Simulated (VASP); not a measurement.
# Hf (Im-3m) in VASP: settings compared, part 2 of 2

VASP 6.6.1.

### 3 Single point, PBEsol (strained)

Contents of INCAR:

```
SYSTEM = Hf
ALGO = Fast
EDIFF = 1E-6
ENCUT = 520
GGA = PS
ISIF = 2
ISMEAR = 0
LASPH = .TRUE.
LCHARG = .FALSE.
LREAL = .FALSE.
LWAVE = .FALSE.
NBANDS = 11
NELM = 60
PREC = Accurate
SIGMA = 0.1
```

Contents of KPOINTS:

```
k-points
0
G
  16 16 16
  0 0 0
```

Contents of POSCAR:

```
Hf
1.0
   -1.7792607000      1.7792607000      1.7792607000
    1.7792607000     -1.7792607000      1.7792607000
    1.7792607000      1.7792607000     -1.7792607000
Hf
1
Direct
    0.0000000000      0.0000000000      0.0000000000
```

Potentials or basis: VASP PAW PBE potentials, release 64 (Hf_pv).

Launch:

```console
cat potpaw_PBE.64/Hf_pv/POTCAR > POTCAR
mpirun -np 1 vasp_std > vasp.out
```

OUTCAR:

```text
SYSTEM = Hf
   EDIFF = 1E-6
   ENCUT = 520
   GGA = PS
   ISIF = 2
   ISMEAR = 0
   LASPH = .TRUE.
   LREAL = .FALSE.
   NELM = 60
   PREC = Accurate

 ion  position               nearest neighbor table
   1  0.000  0.000  0.000-

  LATTYP: Found a body centered cubic cell.
 ALAT       =     3.5585214000

  Lattice vectors:

 A1 = (  -1.7792607000,   1.7792607000,   1.7792607000)
 A2 = (   1.7792607000,  -1.7792607000,   1.7792607000)
 A3 = (   1.7792607000,   1.7792607000,  -1.7792607000)

Analysis of symmetry for initial positions (statically):
=====================================================================
 Subroutine PRICEL returns:
 Original cell was already a primitive cell.

 Routine SETGRP: Setting up the symmetry group for a
 body centered cubic supercell.

 Subroutine GETGRP returns: Found 48 space group operations
 (whereof 48 operations were pure point group operations)
 out of a pool of 48 trial point group operations.

The static configuration has the point symmetry O_h .

Analysis of symmetry for dynamics (positions and initial velocities):
=====================================================================
 Subroutine PRICEL returns:
 Original cell was already a primitive cell.

 Routine SETGRP: Setting up the symmetry group for a
 body centered cubic supercell.

 Subroutine GETGRP returns: Found 48 space group operations
 (whereof 48 operations were pure point group operations)
 out of a pool of 48 trial point group operations.

The dynamic configuration has the point symmetry O_h .

 Subroutine INISYM returns: Found 48 space group operations
 (whereof 48 operations are pure point group operations),
 and found     1 'primitive' translations

----------------------------------------------------------------------------------------

                                     Primitive cell

  volume of cell :      22.5309

  direct lattice vectors                    reciprocal lattice vectors
    -1.779260700  1.779260700  1.779260700     0.000000000  0.281015593  0.281015593
     1.779260700 -1.779260700  1.779260700     0.281015593  0.000000000  0.281015593
     1.779260700  1.779260700 -1.779260700     0.281015593  0.281015593  0.000000000

  length of vectors
     3.081769932  3.081769932  3.081769932     0.397416062  0.397416062  0.397416062

  position of ions in fractional coordinates (direct lattice)
     0.000000000  0.000000000  0.000000000

  ion indices of the primitive-cell ions
   primitive index   ion index
                 1           1

----------------------------------------------------------------------------------------

 KPOINTS: k-points

Automatic generation of k-mesh.
 Grid dimensions read from file:
 generate k-points for:   16   16   16

 Generating k-lattice:

  Cartesian coordinates                     Fractional coordinates (reciprocal lattice)
     0.000000000  0.017563475  0.017563475     0.062500000  0.000000000  0.000000000
     0.017563475  0.000000000  0.017563475     0.000000000  0.062500000  0.000000000
     0.017563475  0.017563475  0.000000000     0.000000000  0.000000000  0.062500000

  Length of vectors
     0.024838504  0.024838504  0.024838504

  Shift w.r.t. Gamma in fractional coordinates (k-lattice)
     0.000000000  0.000000000  0.000000000

 Subroutine IBZKPT returns following result:
 ===========================================

 Found    145 irreducible k-points:

 Following reciprocal coordinates:
            Coordinates               Weight
  0.000000  0.000000  0.000000      1.000000
  0.062500  0.000000  0.000000     12.000000
  0.125000  0.000000  0.000000     12.000000
  0.187500  0.000000  0.000000     12.000000
  0.250000  0.000000  0.000000     12.000000
  0.312500  0.000000  0.000000     12.000000
[... 16 lines left out ...]
  0.187500  0.187500  0.000000     24.000000
  0.250000  0.187500  0.000000     48.000000
 [... further k-points ...]
   k-points           NKPTS =    145   k-points in BZ     NKDIM =    145   number of bands    NBANDS=     11
   number of dos      NEDOS =    301   number of ions     NIONS =      1
   total plane-waves  NPLWV =  13824
   dimension x,y,z NGX =    24 NGY =   24 NGZ =   24
   dimension x,y,z NGXF=    48 NGYF=   48 NGZF=   48
   ions per type =               1
   NGX,Y,Z   is equivalent  to a cutoff of  12.95, 12.95, 12.95 a.u.
   NGXF,Y,Z  is equivalent  to a cutoff of  25.89, 25.89, 25.89 a.u.
 SYSTEM =  Hf
   PREC   = accura    normal or accurate (medium, high low for compatibility)
   ISTART =      0    job   : 0-new  1-cont  2-samecut
   ICHARG =      2    charge: 1-file 2-atom 10-const
   ISPIN  =      1    spin polarized calculation?
   LNONCOLLINEAR =      F non collinear calculations
   LSORBIT =      F    spin-orbit coupling
   LASPH  =      T    aspherical Exc in radial PAW
   ENCUT  =  520.0 eV  38.22 Ry    6.18 a.u.   5.73  5.73  5.73*2*pi/ulx,y,z
   NELM   =     60;   NELMIN=  2; NELMDL= -5     # of ELM steps
   EDIFF  = 0.1E-05   stopping-criterion for ELM
   LREAL  =      F    real-space projection
   EDIFFG = 0.1E-04   stopping-criterion for IOM
   NSW    =      0    number of steps for IOM
   IBRION =     -1    ionic relax: 0-MD 1-quasi-New 2-CG
   NFREE  =      0    steps in history (QN), initial steepest desc. (CG)
   ISIF   =      2    stress and relaxation
   ISYM   =      2    0-nonsym 1-usesym 2-fastsym
   POTIM  = 0.5000    time-step for ionic-motion
   TEBEG  =    0.0;   TEEND  =   0.0 temperature during run
   PSTRESS=    0.0 pullay stress
   NELECT =      10.0000    total number of electrons
   NUPDOWN=      -1.0000    fix difference up-down
   EMIN   =  10.00;   EMAX   =-10.00  energy-range for DOS
   EFERMI =   0.00;   METHOD = LEGACY
   ISMEAR =     0;   SIGMA  =   0.10  broadening in eV -4-tet -1-fermi 0-gaus
   EFERMI_NEDOS =   21; number of points for ismear=-14 and -15
   IALGO  =     68    algorithm
   IMIX   =      4    mixing-type and parameters
     AMIX     =   0.40;   BMIX     =  1.00
     AMIX_MAG =   1.60;   BMIX_MAG =  1.00
  volume/ion in A,a.u.               =      22.53       152.05
  Fermi-wavevector in a.u.,A,eV,Ry     =   1.248768  2.359830 21.217233  1.559423
  Thomas-Fermi vector in A             =   2.382840
   LORBIT       =      0    0 simple, 1 ext, 2 COOP (PROOUT), +10 PAW based schemes
   GGA     = PS    functional components
   LHFCALC =     F    Hartree Fock is set to
   AEXX    =    0.0000 exact exchange contribution
   IVDW    =     0    specifies the selected vdW correction
   LEPSILON=     F    determine dielectric tensor
   LRPA    =     F    only Hartree local field effects (RPA)
 non-spin polarized calculation
 RMM-DIIS sequential band-by-band and
 Gauss-broadening in eV      SIGMA  =   0.10
  energy-cutoff  :      520.00
  volume of cell :       22.53
 maximum number of plane-waves:       622
   NGX = 11   NGY = 11   NGZ = 11

 number of electron      10.0000002 magnetization

 Free energy of the ion-electron system (eV)
  ---------------------------------------------------
  ext. energy  EPLUGINS =         0.00000000
  ---------------------------------------------------
  free energy    TOTEN  =       -10.31477495 eV

  energy without entropy =      -10.30715327  energy(sigma->0) =      -10.31096411

 E-fermi :   4.3658     XC(G=0): -11.3583

 val. band max:        4.3512135124   @ k =   0.2500   0.2500   0.0000
 cond. band min:       4.3840982468   @ k =   0.3125   0.0000   0.0000
 fundamental gap:      0.0328847343
 Fermi energy:         4.3657980664

 k-point     1 :       0.0000    0.0000    0.0000
  band No.  band energies     occupation
      1     -25.4384      2.00000
      2     -25.4384      2.00000
      3     -25.4384      2.00000
      4      -2.6512      2.00000
      5       5.8738      0.00000
      6       5.8738      0.00000
      7       5.8738      0.00000
      8       8.6472      0.00000
      9       8.6472      0.00000
     10      17.6554      0.00000
     11      17.6554      0.00000

 k-point     2 :       0.0625    0.0000    0.0000
  band No.  band energies     occupation
      1     -25.4713      2.00000
      2     -25.4487      2.00000
      3     -25.4386      2.00000
      4      -2.5073      2.00000
      5       5.7723      0.00000
      6       5.8357      0.00000
      7       6.0151      0.00000
      8       8.4812      0.00000
      9       8.6454      0.00000
     10      17.7947      0.00000
     11      17.9219      0.00000
[... 295 lines left out ...]
 k-point    24 :       0.2500    0.1875    0.0000
  band No.  band energies     occupation
      1     -26.0703      2.00000
      2     -25.6995      2.00000
      3     -25.5070      2.00000
      4       1.2071      2.00000
      5       3.9205      2.00000
      6       4.4083      0.54773
      7       8.0673      0.00000
      8       9.3512      0.00000
      9      10.7715      0.00000
     10      15.2667      0.00000
     11      17.9129      0.00000

 [... further k-points ...]
[... 5 lines left out ...]
  --------------------------------------------------------------------------------------
  -------------------------------------------------------------------------------------
  Total       -0.8406670     -0.8406670     -0.8406670     -0.0000000     -0.0000000      0.0000000
  in kB      -59.7799916    -59.7799916    -59.7799916     -0.0000000     -0.0000000      0.0000000
  external PRESSURE =     -59.7799916 kB  Pullay stress =       0.0000000 kB

 VOLUME and BASIS-vectors are now :
 -----------------------------------------------------------------------------
  energy-cutoff  :      520.00
  volume of cell :       22.53
      direct lattice vectors                 reciprocal lattice vectors
    -1.779260700  1.779260700  1.779260700     0.000000000  0.281015593  0.281015593
     1.779260700 -1.779260700  1.779260700     0.281015593  0.000000000  0.281015593
     1.779260700  1.779260700 -1.779260700     0.281015593  0.281015593  0.000000000

 POSITION                                       TOTAL-FORCE (eV/Angst)
 -----------------------------------------------------------------------------------
      0.00000      0.00000      0.00000         0.000000      0.000000      0.000000
 -----------------------------------------------------------------------------------
    total drift:                               -0.000000     -0.000000      0.000000

  FREE ENERGIE OF THE ION-ELECTRON SYSTEM (eV)
  ---------------------------------------------------
  free  energy   TOTEN  =       -10.3147749469 eV

  energy  without entropy=      -10.3071532745  energy(sigma->0) =      -10.31096411
```

OSZICAR:

```text
N       E                     dE             d eps       ncg     rms          rms(c)
DAV:   1     0.130526634597E+02    0.13053E+02   -0.56750E+03  3198   0.837E+02
DAV:   2    -0.101870348977E+02   -0.23240E+02   -0.22496E+02  3900   0.156E+02
DAV:   3    -0.106949404603E+02   -0.50791E+00   -0.50339E+00  3997   0.156E+01
[... 11 lines left out ...]
RMM:  15    -0.103148093573E+02    0.59503E-05   -0.47331E-07  2677   0.640E-03    0.263E-01
RMM:  16    -0.103147856578E+02    0.23699E-04   -0.15456E-05  4384   0.294E-02    0.137E-01
RMM:  17    -0.103147778601E+02    0.77977E-05   -0.74155E-06  3723   0.216E-02    0.666E-02
RMM:  18    -0.103147755718E+02    0.22883E-05   -0.22003E-06  3167   0.125E-02    0.289E-02
RMM:  19    -0.103147749469E+02    0.62496E-06   -0.72918E-07  2202   0.763E-03
   1 F= -.10314775E+02 E0= -.10310964E+02  d E =-.762167E-02
```

stdout:

```text
POSCAR found type information on POSCAR Hf
 POSCAR found :  1 types and       1 ions
 scaLAPACK will be used
 -----------------------------------------------------------------------------
|                                                                             |
|                                                                             |
|     You enforced a specific xc type in the INCAR file but a different       |
|     I HOPE YOU KNOW WHAT YOU ARE DOING!                                     |
|                                                                             |
 -----------------------------------------------------------------------------

 LDA part: xc-table for (Slater+PW92), standard interpolation
 POSCAR, INCAR and KPOINTS ok, starting setup
 FFT: planning ... GRIDC
 FFT: planning ... GRID_SOFT
 FFT: planning ... GRID
 WAVECAR not read
 entering main loop
```

Run time: 1.8 min. Hardware: 1 thread of AMD EPYC 7R13, shared host; peak memory 0.13 GiB.

Results:

- Free energy: -10.3148 eV
- Pressure: -6.0 GPa
- Band gap on the k mesh: zero (band 5 reaches 5.87 eV, above the bottom of band 6 at 3.62 eV)

Levels at points of the mesh, in eV from the Fermi level:
| k point | band 3 | band 4 | band 5 | band 6 | band 7 | band 8 |
| --- | --- | --- | --- | --- | --- | --- |
| (0.00, 0.00, 0.00) | -29.80 | -7.02 | 1.51 | 1.51 | 1.51 | 4.28 |
| (0.50, 0.00, 0.00) | -29.81 | -3.36 | -0.49 | 1.07 | 4.10 | 5.10 |
| (0.50, 0.50, 0.50) | -30.37 | -2.53 | -2.53 | 6.73 | 6.73 | 6.73 |

Caveat: the cell differs from its parent crystal (strained); the PAW data sets were made with another functional, which shifts forces and pressure a little; spin-orbit coupling is left out, which moves the levels of the heavy elements.

### 4 Single point, PBEsol (strained)

Contents of INCAR:

```
ALGO = Fast
EDIFF = 1E-6
ENCUT = 520
GGA = PS
ISIF = 2
ISMEAR = 0
LASPH = T
LCHARG = F
LREAL = F
LWAVE = F
NBANDS = 11
NELM = 100
PREC = Accurate
SIGMA = 0.1
```

Contents of KPOINTS:

```
k-points
0
Gamma
  16 16 16
```

Contents of POSCAR:

```
Hf
1.0
   -1.8213713500      1.8213713500      1.8213713500
    1.8213713500     -1.8213713500      1.8213713500
    1.8213713500      1.8213713500     -1.8213713500
Hf
1
Direct
    0.0000000000      0.0000000000      0.0000000000
```

Launch:

```console
cat potpaw_PBE.64/Hf_pv/POTCAR > POTCAR
mpirun -np 1 vasp_std > vasp.out
```

Wall time 76 s (1 thread of AMD EPYC 7R13, shared host); peak memory 0.13 GiB.

It converged, with:

```
Free energy            : -10.2247 eV
Pressure               : -11.4 GPa
Band gap on the k mesh : zero (band 5 reaches 5.36 eV, above the bottom of band 6 at 3.22 eV)
```

Levels at points of the mesh, in eV from the Fermi level:
```csv
k point,band 2,band 3,band 4,band 5,band 6,band 7,band 8,band 9
"(0.00, 0.00, 0.00)",-30.08,-30.08,-6.79,1.44,1.44,1.44,4.02,4.02
"(0.50, 0.00, 0.00)",-30.29,-30.09,-3.16,-0.39,0.83,3.80,4.73,6.94
"(0.50, 0.50, 0.50)",-30.53,-30.53,-2.25,-2.25,6.21,6.21,6.21,6.64
```

Caveat: the cell differs from its parent crystal (strained); the PAW data sets were made with another functional, which shifts forces and pressure a little; spin-orbit coupling is left out, which moves the levels of the heavy elements.

### 5 Single point, LDA (functional LDA, strained)

Contents of INCAR:

```
SYSTEM = Hf
PREC = Accurate ; ENCUT = 520
EDIFF = 1E-7 ; ISMEAR = 0
SIGMA = 0.1 ; LREAL = .FALSE.
LASPH = .TRUE. ; NELM = 80
ALGO = Normal ; ISIF = 2
LWAVE = .FALSE. ; LCHARG = .FALSE.
NBANDS = 11
```

Contents of KPOINTS:

```
regular mesh
0
G
  16 16 16
  0 0 0
```

Contents of POSCAR:

```
Hf
1.0
   -1.8224543500      1.8224543500      1.8224543500
    1.8224543500     -1.8224543500      1.8224543500
    1.8224543500      1.8224543500     -1.8224543500
Hf
1
Direct
    0.0000000000      0.0000000000      0.0000000000
```

Potentials or basis: VASP PAW LDA potentials, release 64 (Hf_pv).

Launch:

```console
cat potpaw_LDA.64/Hf_pv/POTCAR > POTCAR
mpirun -np 1 vasp_std > vasp.out
```

Wall time 62 s (1 thread of AMD EPYC 7R13, shared host); peak memory 0.13 GiB.

It converged, with:

| Item | Value |
| --- | --- |
| Free energy | -10.3595 eV |
| Pressure | -14.7 GPa |
| Band gap on the k mesh | zero (band 5 reaches 5.30 eV, above the bottom of band 6 at 3.21 eV) |

Levels at points of the mesh, in eV from the Fermi level:
| k point | band 1 | band 2 | band 3 | band 4 | band 5 | band 6 | band 7 | band 8 | band 9 | band 10 |
| --- | --- | --- | --- | --- | --- | --- | --- | --- | --- | --- |
| (0.00, 0.00, 0.00) | -29.97 | -29.97 | -29.97 | -6.72 | 1.37 | 1.37 | 1.37 | 3.94 | 3.94 | 12.02 |
| (0.50, 0.00, 0.00) | -30.61 | -30.19 | -29.98 | -3.14 | -0.43 | 0.94 | 3.72 | 4.63 | 6.84 | 9.04 |
| (0.50, 0.50, 0.50) | -30.43 | -30.43 | -30.43 | -2.26 | -2.26 | 6.11 | 6.11 | 6.11 | 6.71 | 6.71 |

Caveat: the cell differs from its parent crystal (functional LDA, strained); spin-orbit coupling is left out, which moves the levels of the heavy elements.

### 6 Overview

| level | potentials or basis | cell | gap on the mesh (eV) | pressure (GPa) |
| --- | --- | --- | --- | --- |
| PBEsol | VASP PAW PBE potentials, release 64 (Hf_pv) | a = 3.059 Å, angles 109.5°, 1 atom | none | -3.9 |
| PBEsol | VASP PAW PBE potentials, release 64 (Hf_pv) | a = 3.082 Å, angles 109.5°, 1 atom | none | -6.0 |
| PBEsol | VASP PAW PBE potentials, release 64 (Hf_pv) | a = 3.155 Å, angles 109.5°, 1 atom | none | -11.4 |
| LDA | VASP PAW LDA potentials, release 64 (Hf_pv) | a = 3.157 Å, angles 109.5°, 1 atom | none | -14.7 |

Alike in all rows: task single point; no spin polarisation; k mesh 16 × 16 × 16; cutoff (eV) 520; smearing gaussian 0.1 eV.

Caveats: spin-orbit coupling is left out, which moves the levels of the heavy elements; the PAW data sets were made with another functional, which shifts forces and pressure a little (some runs).

Total energies depend on the potentials used, so only differences within one code and one set of settings carry meaning.
